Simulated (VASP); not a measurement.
# Al3Co2Ni (P4/mmm) in VASP: single point with PBE

Aim: the single point of Al3Co2Ni with PBE.

All numbers are computed with VASP 6.6.1; they aren't measurements. Logs are shortened: lines on timing, memory, paths and dates and some standing lists are left out, and cuts for length are marked.

## (1) The cell of the first run

The structure is tetragonal, space group P4/mmm (No. 123). Conventional cell: a = 2.875 Å, b = 2.875 Å, c = 8.568 Å, α = 90.00°, β = 90.00°, γ = 90.00°. Al (site symmetry 4mm) has 4 Co at 2.47 Å and 4 Ni at 2.50 Å and 6 Al at 2.83 to 2.91 Å within 3.3 Å. Al (site symmetry 4/mmm) has 8 Co at 2.49 Å and 6 Al at 2.83 to 2.87 Å within 3.3 Å. Within 3.3 Å of Ni (site symmetry 4/mmm) lie 8 Al at 2.50 Å and 2 Co at 2.85 Å and 4 Ni at 2.87 Å. Co (site symmetry 4mm) has 8 Al at 2.47 to 2.49 Å and 1 Ni at 2.85 Å and 5 Co at 2.87 Å within 3.3 Å.

## (2) Single point, PBE, collinear spin, ferromagnetic start

Input file INCAR:

```
SYSTEM = Al3Co2Ni
ALGO     = Normal         ! electronic algorithm
EDIFF    = 1E-6           ! SCF threshold, eV
ENCUT    = 520            ! plane-wave cutoff, eV
GGA      = PE             ! functional
ISIF     = 2              ! what is computed and relaxed
ISMEAR   = 0              ! smearing method
ISPIN    = 2              ! spin polarisation
LASPH    = .TRUE.         ! aspherical terms in the spheres
LCHARG   = .FALSE.        ! write CHGCAR
LMAXMIX  = 4              ! l up to which the mixer works
LORBIT   = 11             ! projections on sites
LREAL    = .FALSE.        ! projectors in reciprocal space
LWAVE    = .FALSE.        ! write WAVECAR
MAGMOM   = 0 0 0 0 -0.52 -0.52 ! initial moments
NBANDS   = 32             ! bands
NELM     = 150            ! most SCF steps
PREC     = Accurate       ! precision mode
SIGMA    = 0.1            ! smearing width, eV
```

Input file KPOINTS:

```
k-points
0
G
  14 14 6
  0 0 0
```

Input file POSCAR:

```
Al3Co2Ni
1.0
    2.8748741000      0.0000000000      0.0000000000
    0.0000000000      2.8748741000      0.0000000000
    0.0000000000      0.0000000000      8.5684034000
Al Ni Co
3 1 2
Direct
    0.5000000000      0.5000000000      0.8301950000
    0.5000000000      0.5000000000      0.5000000000
    0.5000000000      0.5000000000      0.1698050000
    0.0000000000      0.0000000000      0.0000000000
    0.0000000000      0.0000000000      0.6671980000
    0.0000000000      0.0000000000      0.3328020000
```

Potentials or basis: VASP PAW PBE potentials, release 64 (Al, Ni, Co).

Started as:

```sh
cat potpaw_PBE.64/Al/POTCAR potpaw_PBE.64/Ni/POTCAR potpaw_PBE.64/Co/POTCAR > POTCAR
mpirun -np 1 vasp_std > vasp.out
```

OUTCAR:

```text
SYSTEM = Al3Co2Ni
   EDIFF = 1E-6
   ENCUT = 520
   GGA = PE
   ISIF = 2
   ISMEAR = 0
   ISPIN = 2
   LASPH = .TRUE.
   LORBIT = 11
   LREAL = .FALSE.
   NELM = 150
   PREC = Accurate

 ion  position               nearest neighbor table
   1  0.500  0.500  0.830-   5 2.47   5 2.47   5 2.47   5 2.47   4 2.50   4 2.50   4 2.50   4 2.50
                             2 2.83   3 2.91
   2  0.500  0.500  0.500-   5 2.49   6 2.49   5 2.49   6 2.49   5 2.49   6 2.49   5 2.49   6 2.49
                             1 2.83   3 2.83
   3  0.500  0.500  0.170-   6 2.47   6 2.47   6 2.47   6 2.47   4 2.50   4 2.50   4 2.50   4 2.50
                             2 2.83   1 2.91
   4  0.000  0.000  0.000-   1 2.50   3 2.50   1 2.50   3 2.50   1 2.50   3 2.50   1 2.50   3 2.50
                             5 2.85   6 2.85
   5  0.000  0.000  0.667-   1 2.47   1 2.47   1 2.47   1 2.47   2 2.49   2 2.49   2 2.49   2 2.49
                             4 2.85   6 2.87
   6  0.000  0.000  0.333-   3 2.47   3 2.47   3 2.47   3 2.47   2 2.49   2 2.49   2 2.49   2 2.49
                             4 2.85   5 2.87

  LATTYP: Found a simple tetragonal cell.
 ALAT       =     2.8748741000
 C/A-ratio  =     2.9804447436

  Lattice vectors:

 A1 = (   2.8748741000,   0.0000000000,   0.0000000000)
 A2 = (   0.0000000000,   2.8748741000,   0.0000000000)
 A3 = (   0.0000000000,   0.0000000000,   8.5684034000)

Analysis of symmetry for initial positions (statically):
=====================================================================
 Subroutine PRICEL returns:
 Original cell was already a primitive cell.

 Routine SETGRP: Setting up the symmetry group for a
 simple tetragonal supercell.

 Subroutine GETGRP returns: Found 16 space group operations
 (whereof 16 operations were pure point group operations)
 out of a pool of 16 trial point group operations.

The static configuration has the point symmetry D_4h.

Analysis of symmetry for dynamics (positions and initial velocities):
=====================================================================
 Subroutine PRICEL returns:
 Original cell was already a primitive cell.

 Routine SETGRP: Setting up the symmetry group for a
 simple tetragonal supercell.

 Subroutine GETGRP returns: Found 16 space group operations
 (whereof 16 operations were pure point group operations)
 out of a pool of 16 trial point group operations.

The dynamic configuration has the point symmetry D_4h.

Analysis of structural, dynamic, and magnetic symmetry:
=====================================================================
 Subroutine PRICEL returns:
 Original cell was already a primitive cell.

[... 155 lines left out ...]

 Free energy of the ion-electron system (eV)
  ---------------------------------------------------
  ext. energy  EPLUGINS =         0.00000000
  ---------------------------------------------------
  free energy    TOTEN  =       -34.45970099 eV

  energy without entropy =      -34.44602907  energy(sigma->0) =      -34.45286503

 E-fermi :  10.2408     XC(G=0): -12.1498

 val. band max:       10.2407296165   @ k =   0.1429   0.0000   0.1667
 cond. band min:      10.2437654293   @ k =   0.3571   0.2857   0.5000
 fundamental gap:      0.0030358128
 Fermi energy:        10.2407567987

 spin component 1

 k-point     1 :       0.0000    0.0000    0.0000
  band No.  band energies     occupation
      1      -0.7759      1.00000
      2       1.2529      1.00000
      3       1.2665      1.00000
      4       6.0687      1.00000
      5       6.1477      1.00000
      6       7.1774      1.00000
[... 781 lines left out ...]
     29      18.3870      0.00000
     30      19.9278      0.00000

 [... further k-points ...]

 spin component 2

 k-point     1 :       0.0000    0.0000    0.0000
  band No.  band energies     occupation
      1      -0.7577      1.00000
      2       1.2742      1.00000
      3       1.2839      1.00000
      4       6.0145      1.00000
      5       6.0324      1.00000
      6       7.0586      1.00000
[... 781 lines left out ...]
     29      18.3833      0.00000
     30      19.9274      0.00000

 [... further k-points ...]

 [bands above 30 left out]

------------------------ aborting loop because EDIFF is reached ----------------------------------------

  FORCE on cell =-STRESS in cart. coord.  units (eV):
  Direction    XX          YY          ZZ          XY          YZ          ZX
  --------------------------------------------------------------------------------------
  -------------------------------------------------------------------------------------
  Total       -0.0331231     -0.0331231     -0.0090976      0.0000000     -0.0000000     -0.0000000
  in kB       -0.7493829     -0.7493829     -0.2058252      0.0000000     -0.0000000     -0.0000000
  external PRESSURE =      -0.5681970 kB  Pullay stress =       0.0000000 kB

 VOLUME and BASIS-vectors are now :
 -----------------------------------------------------------------------------
  energy-cutoff  :      520.00
  volume of cell :       70.82
      direct lattice vectors                 reciprocal lattice vectors
     2.874874100  0.000000000  0.000000000     0.347841319  0.000000000  0.000000000
     0.000000000  2.874874100  0.000000000     0.000000000  0.347841319  0.000000000
     0.000000000  0.000000000  8.568403400     0.000000000  0.000000000  0.116707857

 POSITION                                       TOTAL-FORCE (eV/Angst)
 -----------------------------------------------------------------------------------
      1.43744      1.43744      7.11345        -0.000000     -0.000000     -0.002870
      1.43744      1.43744      4.28420        -0.000000      0.000000     -0.000000
      1.43744      1.43744      1.45496         0.000000     -0.000000      0.002870
      0.00000      0.00000      0.00000        -0.000000      0.000000     -0.000000
      0.00000      0.00000      5.71682        -0.000000      0.000000     -0.006903
      0.00000      0.00000      2.85158        -0.000000      0.000000      0.006903
 -----------------------------------------------------------------------------------
    total drift:                               -0.000000      0.000000      0.000000

  FREE ENERGIE OF THE ION-ELECTRON SYSTEM (eV)
  ---------------------------------------------------
  free  energy   TOTEN  =       -34.4597009903 eV

  energy  without entropy=      -34.4460290733  energy(sigma->0) =      -34.45286503

 total charge

# of ion       s       p       d       tot
------------------------------------------
    1        0.390   0.420   0.000   0.810
    2        0.390   0.421   0.000   0.811
    3        0.390   0.420   0.000   0.810
    4        0.475   0.514   8.462   9.451
    5        0.433   0.496   7.501   8.430
    6        0.433   0.496   7.501   8.430
--------------------------------------------------
tot          2.511   2.767  23.464  28.743

 magnetization (x)

# of ion       s       p       d       tot
------------------------------------------
    1        0.001   0.001   0.000   0.002
    2        0.002   0.006   0.000   0.008
    3        0.001   0.001   0.000   0.002
    4       -0.002  -0.001  -0.068  -0.071
    5       -0.004   0.009  -0.338  -0.333
    6       -0.004   0.009  -0.338  -0.333
--------------------------------------------------
tot         -0.005   0.025  -0.743  -0.723
```

OSZICAR:

```text
N       E                     dE             d eps       ncg     rms          rms(c)
DAV:   1     0.213217225150E+03    0.21322E+03   -0.14743E+04 18456   0.125E+03
DAV:   2    -0.251173764523E+02   -0.23833E+03   -0.22178E+03 18552   0.276E+02
DAV:   3    -0.388994783283E+02   -0.13782E+02   -0.13249E+02 22128   0.817E+01
DAV:   4    -0.391995990131E+02   -0.30012E+00   -0.29964E+00 21656   0.111E+01
[... 11 lines left out ...]
DAV:  16    -0.344593281200E+02   -0.68814E-03   -0.65491E-03 25464   0.108E+00    0.146E-01
DAV:  17    -0.344596785494E+02   -0.35043E-03   -0.12421E-03 24072   0.491E-01    0.396E-02
DAV:  18    -0.344596973099E+02   -0.18760E-04   -0.52940E-05 23464   0.630E-02    0.157E-02
DAV:  19    -0.344597004433E+02   -0.31334E-05   -0.54213E-06 23080   0.233E-02    0.833E-03
DAV:  20    -0.344597009903E+02   -0.54706E-06   -0.52575E-06 18152   0.272E-02
   1 F= -.34459701E+02 E0= -.34452865E+02  d E =-.136719E-01  mag=    -0.6512
```

stdout:

```text
POSCAR found type information on POSCAR AlNiCo
 POSCAR found :  3 types and       6 ions
 scaLAPACK will be used
 LDA part: xc-table for (Slater+PW92), standard interpolation
 POSCAR, INCAR and KPOINTS ok, starting setup
 FFT: planning ... GRIDC
 FFT: planning ... GRID_SOFT
 FFT: planning ... GRID
 WAVECAR not read
 entering main loop
```

Run time: 21 min. Hardware: 1 thread of Oxide Virtual Turin-like, shared host; peak memory 0.54 GiB.

Results:

```yaml
Free_energy: -34.4597 eV
Pressure: -0.1 GPa
Largest_force: 0.007 eV/Å
Net_moment: -0.65 μB per cell
Site_moments: Al +0.00, +0.01 (each value once); Ni -0.07; Co -0.33 μB
Valence_electrons_inside_the_program's_atomic_spheres: Al 0.81; Ni 9.45; Co 8.43
```

Forces on the atoms (eV/Å):
```
Al   0.000  0.000 -0.003
Al   0.000  0.000  0.000
Al   0.000  0.000  0.003
Ni   0.000  0.000  0.000
Co   0.000  0.000 -0.007
Co   0.000  0.000  0.007
```

Levels at points of the mesh, in eV from the Fermi level:
Spin up:
```
           k point  band 16  band 17  band 18  band 19  band 20  band 21
(0.00, 0.00, 0.00)    -0.81    -0.66    -0.60     0.33     0.89     5.71
(0.50, 0.00, 0.00)    -1.40    -1.14    -0.70    -0.69     0.34     0.43
(0.50, 0.50, 0.00)     0.12     0.14     0.87     0.87     0.99     0.99
(0.00, 0.00, 0.50)    -0.91    -0.66    -0.60     0.18     2.90     3.05
(0.50, 0.00, 0.50)    -1.39    -1.05    -0.76    -0.71     0.21     0.46
(0.50, 0.50, 0.50)    -0.52    -0.20     0.12     0.14     1.96     2.27
```
Spin down:
```
           k point  band 17  band 18  band 19  band 20  band 21  band 22
(0.00, 0.00, 0.00)    -0.85    -0.80     0.09     0.46     5.73     5.73
(0.50, 0.00, 0.00)    -1.33    -0.88    -0.81    -0.21    -0.10     3.53
(0.50, 0.50, 0.00)    -0.45     0.86     0.86     0.94     0.94     1.75
(0.00, 0.00, 0.50)    -0.86    -0.80    -0.25     2.83     2.90     6.36
(0.50, 0.00, 0.50)    -1.23    -0.97    -0.89    -0.32    -0.08     2.04
(0.50, 0.50, 0.50)    -0.64    -0.47    -0.45     1.80     2.20     2.29
```
